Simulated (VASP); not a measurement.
# TiO2 (P4_2/mnm) in VASP: a series of runs, part 2 of 2

VASP 6.6.1. Earlier steps stand in the parts before.

### Step 3. Single point, PBE+U (uniaxial strain along c: +4.5 %, then relaxed in part)

INCAR reads:

```
PREC = Accurate
ENCUT = 520
EDIFF = 1E-6
ISMEAR = 0
SIGMA = 0.02
LREAL = F
LASPH = T
NELM = 150
ALGO = Normal
ISIF = 2
LWAVE = F
LCHARG = F
LMAXMIX = 4
LDAU = T
LDAUTYPE = 2
LDAUL = 2 -1
LDAUU = 4 0
LDAUJ = 0 0
LDAUPRINT = 1
GGA = PE
NBANDS = 33
```

KPOINTS reads:

```
Automatic mesh
0
Gamma
  6 6 10
```

POSCAR reads:

```
TiO2
1.0
    4.5713932641      0.0000000000      0.0000000000
    0.0000000000      4.5713932641      0.0000000000
    0.0000000000      0.0000000000      3.1413877716
Ti O
2 4
Direct
    0.5000000000      0.5000000000      0.0000000000
    0.0000000000      0.0000000000      0.5000000000
    0.6939593021      0.6939593021      0.5000000000
    0.8060406979      0.1939593021      0.0000000000
    0.1939593021      0.8060406979      0.0000000000
    0.3060406979      0.3060406979      0.5000000000
```

Potentials or basis: VASP PAW PBE potentials, release 64 (Ti_sv, O).

Run with:

```bash
> cat potpaw_PBE.64/Ti_sv/POTCAR potpaw_PBE.64/O/POTCAR > POTCAR
> mpirun -np 1 vasp_std > vasp.out
```

OUTCAR:

```text
PREC = Accurate
   ENCUT = 520
   EDIFF = 1E-6
   ISMEAR = 0
   LREAL = F
   LASPH = T
   NELM = 150
   ISIF = 2
   GGA = PE

 ion  position               nearest neighbor table
   1  0.500  0.500  0.000-   4 1.98   5 1.98   3 2.01   6 2.01   3 2.01   6 2.01
   2  0.000  0.000  0.500-   3 1.98   6 1.98   5 2.01   4 2.01   4 2.01   5 2.01
   3  0.694  0.694  0.500-   2 1.98   1 2.01   1 2.01
   4  0.806  0.194  0.000-   1 1.98   2 2.01   2 2.01
   5  0.194  0.806  0.000-   1 1.98   2 2.01   2 2.01
   6  0.306  0.306  0.500-   2 1.98   1 2.01   1 2.01

  LATTYP: Found a simple tetragonal cell.
 ALAT       =     4.5713932641
 C/A-ratio  =     0.6871838825

  Lattice vectors:

 A1 = (   4.5713932641,   0.0000000000,   0.0000000000)
 A2 = (   0.0000000000,   4.5713932641,   0.0000000000)
 A3 = (   0.0000000000,   0.0000000000,   3.1413877716)

Analysis of symmetry for initial positions (statically):
=====================================================================
 Subroutine PRICEL returns:
 Original cell was already a primitive cell.

 Routine SETGRP: Setting up the symmetry group for a
 simple tetragonal supercell.

 Subroutine GETGRP returns: Found 16 space group operations
 (whereof  8 operations were pure point group operations)
 out of a pool of 16 trial point group operations.

The static configuration has the point symmetry D_2h.
 The point group associated with its full space group is D_4h.

Analysis of symmetry for dynamics (positions and initial velocities):
=====================================================================
 Subroutine PRICEL returns:
 Original cell was already a primitive cell.

 Routine SETGRP: Setting up the symmetry group for a
 simple tetragonal supercell.
[... 217 lines left out ...]
  o =  0.1027  v =  0.0000  0.0000  0.0000  0.0000  0.0000 -0.0000  0.0000 -0.0000  0.0000  1.0000      0.0000  0.0000  0.0000  0.0000  0.0000  0.0000  0.0000  0.0000  0.0000  0.0000
  o =  0.2500  v =  0.0000  0.0000  0.0000  0.0000  0.0000  0.0000  0.7071  0.0000 -0.7071 -0.0000      0.0000  0.0000  0.0000  0.0000  0.0000  0.0000  0.0000  0.0000  0.0000  0.0000
  o =  0.2500  v =  0.0000  0.7071  0.0000 -0.7071 -0.0000  0.0000  0.0000  0.0000  0.0000  0.0000      0.0000  0.0000  0.0000  0.0000  0.0000  0.0000  0.0000  0.0000  0.0000  0.0000
  o =  0.2512  v = -0.8233 -0.0000  0.5676  0.0000 -0.0000  0.0000  0.0000  0.0000  0.0000  0.0000      0.0000  0.0000  0.0000  0.0000  0.0000  0.0000  0.0000  0.0000  0.0000  0.0000
  o =  0.2512  v =  0.0000  0.0000  0.0000  0.0000  0.0000 -0.8233 -0.0000  0.5676  0.0000 -0.0000      0.0000  0.0000  0.0000  0.0000  0.0000  0.0000  0.0000  0.0000  0.0000  0.0000

 number of electron      48.0000013 magnetization

 Free energy of the ion-electron system (eV)
  ---------------------------------------------------
  ext. energy  EPLUGINS =         0.00000000
  ---------------------------------------------------
  free energy    TOTEN  =       -48.34333863 eV

  energy without entropy =      -48.34333863  energy(sigma->0) =      -48.34333863

 E-fermi :   4.9537     XC(G=0): -11.1817

 val. band max:        4.7620011948   @ k =   0.0000   0.0000   0.0000
 cond. band min:       7.0081952610   @ k =   0.0000   0.0000   0.0000
 fundamental gap:      2.2461940662
 Fermi energy:         4.9536759027

 k-point     1 :       0.0000    0.0000    0.0000
  band No.  band energies     occupation
      1     -53.5280      2.00000
      2     -53.5144      2.00000
      3     -29.7435      2.00000
      4     -29.7435      2.00000
      5     -29.6067      2.00000
      6     -29.6067      2.00000
[... 853 lines left out ...]
     32       9.5321      0.00000
     33      10.7048      0.00000

 [... further k-points ...]

------------------------ aborting loop because EDIFF is reached ----------------------------------------

  FORCE on cell =-STRESS in cart. coord.  units (eV):
  Direction    XX          YY          ZZ          XY          YZ          ZX
  --------------------------------------------------------------------------------------
  -------------------------------------------------------------------------------------
  Total        1.4734248      1.4734248     -4.3014570     -0.0000000      0.0000000      0.0000000
  in kB       35.9600134     35.9600134   -104.9802142     -0.0000000      0.0000000      0.0000000
  external PRESSURE =     -11.0200625 kB  Pullay stress =       0.0000000 kB

 VOLUME and BASIS-vectors are now :
 -----------------------------------------------------------------------------
  energy-cutoff  :      520.00
  volume of cell :       65.65
      direct lattice vectors                 reciprocal lattice vectors
     4.571393264  0.000000000  0.000000000     0.218751690  0.000000000  0.000000000
     0.000000000  4.571393264  0.000000000     0.000000000  0.218751690  0.000000000
     0.000000000  0.000000000  3.141387772     0.000000000  0.000000000  0.318330646

 POSITION                                       TOTAL-FORCE (eV/Angst)
 -----------------------------------------------------------------------------------
      2.28570      2.28570      0.00000        -0.000000      0.000000      0.000000
      0.00000      0.00000      1.57069        -0.000000      0.000000      0.000000
      3.17236      3.17236      1.57069         0.044717      0.044717      0.000000
      3.68473      0.88666      0.00000        -0.044717      0.044717      0.000000
      0.88666      3.68473      0.00000         0.044717     -0.044717     -0.000000
      1.39903      1.39903      1.57069        -0.044717     -0.044717     -0.000000
 -----------------------------------------------------------------------------------
    total drift:                               -0.000000      0.000000     -0.000000

  FREE ENERGIE OF THE ION-ELECTRON SYSTEM (eV)
  ---------------------------------------------------
  free  energy   TOTEN  =       -48.3433386257 eV

  energy  without entropy=      -48.3433386257  energy(sigma->0) =      -48.34333863
```

stdout:

```text
POSCAR found type information on POSCAR TiO
 POSCAR found :  2 types and       6 ions
 scaLAPACK will be used
 LDA part: xc-table for (Slater+PW92), standard interpolation
 POSCAR, INCAR and KPOINTS ok, starting setup
 FFT: planning ... GRIDC
 FFT: planning ... GRID_SOFT
 FFT: planning ... GRID
 WAVECAR not read
 entering main loop
```

Wall time 2.7 min (1 thread of Intel Xeon 8259CL, shared host); peak memory 0.24 GiB.

What came out:

| Property | Result |
| --- | --- |
| Free energy | -48.3433 eV |
| Pressure | -1.1 GPa |
| Largest force | 0.063 eV/Å |
| Band gap on the k mesh | 2.25 eV |

Forces in eV/Å, atoms in the order of the input:
```
Ti   0.000  0.000  0.000
Ti   0.000  0.000  0.000
O    0.045  0.045  0.000
O   -0.045  0.045  0.000
O    0.045 -0.045  0.000
O   -0.045 -0.045  0.000
```

Levels at points of the mesh, in eV from the valence-band top:
| k point | band 21 | band 22 | band 23 | band 24 | band 25 | band 26 | band 27 | band 28 |
| --- | --- | --- | --- | --- | --- | --- | --- | --- |
| (0.00, 0.00, 0.00) | -0.97 | -0.44 | -0.44 | 0.00 | 2.25 | 2.56 | 2.60 | 2.65 |
| (0.50, 0.00, 0.00) | -1.97 | -1.97 | -0.74 | -0.74 | 2.83 | 2.83 | 3.21 | 3.21 |
| (0.50, 0.50, 0.00) | -1.69 | -1.69 | -1.05 | -1.05 | 2.29 | 2.29 | 2.68 | 2.68 |
| (0.00, 0.00, 0.50) | -2.36 | -2.36 | -1.38 | -1.38 | 3.06 | 3.06 | 3.23 | 3.23 |
| (0.50, 0.00, 0.50) | -1.91 | -1.91 | -1.02 | -1.02 | 2.25 | 2.25 | 3.15 | 3.15 |
| (0.50, 0.50, 0.50) | -1.20 | -1.20 | -0.68 | -0.68 | 2.85 | 2.85 | 3.15 | 3.15 |

Eigenvalues of the final occupation matrices:
| site | spin | trace | eigenvalues |
| --- | --- | --- | --- |
| site 1 d | 1 | 0.76 | 0.07 0.09 0.10 0.25 0.25 |
| site 1 d | 2 | 0.76 | 0.07 0.09 0.10 0.25 0.25 |
| site 2 d | 1 | 0.76 | 0.07 0.09 0.10 0.25 0.25 |
| site 2 d | 2 | 0.76 | 0.07 0.09 0.10 0.25 0.25 |

Caveat: the cell differs from its parent crystal (uniaxial strain along c: +4.5 %, then relaxed in part); the stress differs along the axes, from -10 to 4 GPa. A k mesh can miss the band edges.

### Step 4. Single point, PBE+U (uniaxial strain along c: +4.5 %)

INCAR reads:

```
  ALGO = Normal
  EDIFF = 1E-7
  ENCUT = 520
  GGA = PE
  ISIF = 2
  ISMEAR = 0
  LASPH = True
  LCHARG = False
  LDAU = True
  LDAUJ = 0 0
  LDAUL = 2 -1
  LDAUPRINT = 1
  LDAUTYPE = 2
  LDAUU = 4 0
  LMAXMIX = 4
  LREAL = False
  LWAVE = False
  NBANDS = 33
  NELM = 150
  PREC = Accurate
  SIGMA = 0.02
```

KPOINTS reads:

```
k-points
0
Gamma
  6 6 10
```

POSCAR reads:

```
TiO2
1.0
    4.5881460721      0.0000000000      0.0000000000
    0.0000000000      4.5881460721      0.0000000000
    0.0000000000      0.0000000000      3.1413877716
Ti O
2 4
Direct
    0.5000000000      0.5000000000      0.0000000000
    0.0000000000      0.0000000000      0.5000000000
    0.6940232294      0.6940232294      0.5000000000
    0.8059767706      0.1940232294      0.0000000000
    0.1940232294      0.8059767706      0.0000000000
    0.3059767706      0.3059767706      0.5000000000
```

Run with:

```bash
> cat potpaw_PBE.64/Ti_sv/POTCAR potpaw_PBE.64/O/POTCAR > POTCAR
> mpirun -np 1 vasp_std > vasp.out
```

Run time: 3.1 min. Hardware: 1 thread of Intel Xeon 8259CL, shared host; peak memory 0.24 GiB.

It converged, with:

* Free energy: -48.3524 eV
* Pressure: -2.6 GPa
* Largest force: 0.043 eV/Å
* Band gap on the k mesh: 2.23 eV

Forces on the atoms (eV/Å):
```
Ti   0.000  0.000  0.000
Ti   0.000  0.000  0.000
O    0.030  0.030  0.000
O   -0.030  0.030  0.000
O    0.030 -0.030  0.000
O   -0.030 -0.030  0.000
```

Stress tensor (GPa, compression positive):
```
  1.91   0.00   0.00
  0.00   1.91   0.00
  0.00   0.00 -11.58
```

Levels at points of the mesh, in eV from the valence-band top:
| k point | band 22 | band 23 | band 24 | band 25 | band 26 | band 27 |
| --- | --- | --- | --- | --- | --- | --- |
| (0.00, 0.00, 0.00) | -0.45 | -0.45 | 0.00 | 2.23 | 2.53 | 2.57 |
| (0.50, 0.00, 0.00) | -1.95 | -0.74 | -0.74 | 2.80 | 2.80 | 3.18 |
| (0.50, 0.50, 0.00) | -1.67 | -1.06 | -1.06 | 2.26 | 2.26 | 2.65 |
| (0.00, 0.00, 0.50) | -2.33 | -1.39 | -1.39 | 3.05 | 3.05 | 3.20 |
| (0.50, 0.00, 0.50) | -1.90 | -1.01 | -1.01 | 2.23 | 2.23 | 3.14 |
| (0.50, 0.50, 0.50) | -1.19 | -0.68 | -0.68 | 2.82 | 2.82 | 3.14 |

Eigenvalues of the final occupation matrices:
| site | spin | trace | eigenvalues |
| --- | --- | --- | --- |
| site 1 d | 1 | 0.76 | 0.07 0.09 0.10 0.25 0.25 |
| site 1 d | 2 | 0.76 | 0.07 0.09 0.10 0.25 0.25 |
| site 2 d | 1 | 0.76 | 0.07 0.09 0.10 0.25 0.25 |
| site 2 d | 2 | 0.76 | 0.07 0.09 0.10 0.25 0.25 |

Caveat: the cell differs from its parent crystal (uniaxial strain along c: +4.5 %); the stress differs along the axes, from -12 to 2 GPa. A k mesh can miss the band edges.

### Step 5. The runs side by side

| potentials or basis | cell | cutoff (eV) | gap on the mesh (eV) | pressure (GPa) | largest force (eV/Å) |
| --- | --- | --- | --- | --- | --- |
| VASP PAW PBE potentials, release 64 (Ti_sv, O_h) | a = 4.432, b = 4.432, c = 3.111 Å, 6 atoms, atomic positions A | 910 | 2.45 | 16.0 | 0.03 |
| VASP PAW PBE potentials, release 64 (Ti_sv, O) | a = 4.571, b = 4.571, c = 3.141 Å, 6 atoms, atomic positions B | 520 | 2.25 | -1.1 | 0.06 |
| VASP PAW PBE potentials, release 64 (Ti_sv, O) | a = 4.588, b = 4.588, c = 3.141 Å, 6 atoms, atomic positions B | 520 | 2.23 | -2.6 | 0.04 |

Alike in all rows: task single point; level PBE+U; no spin polarisation; Ti d U = 4.0 eV; k mesh 6 × 6 × 10; smearing gaussian 0.02 eV.

Caveats: the stress differs along the axes, from 4 to 22 GPa (at least some runs); the stress differs along the axes, from -10 to 4 GPa (at least some runs); the stress differs along the axes, from -12 to 2 GPa (at least some runs).

Absolute energies hang on the potentials; compare differences alone.
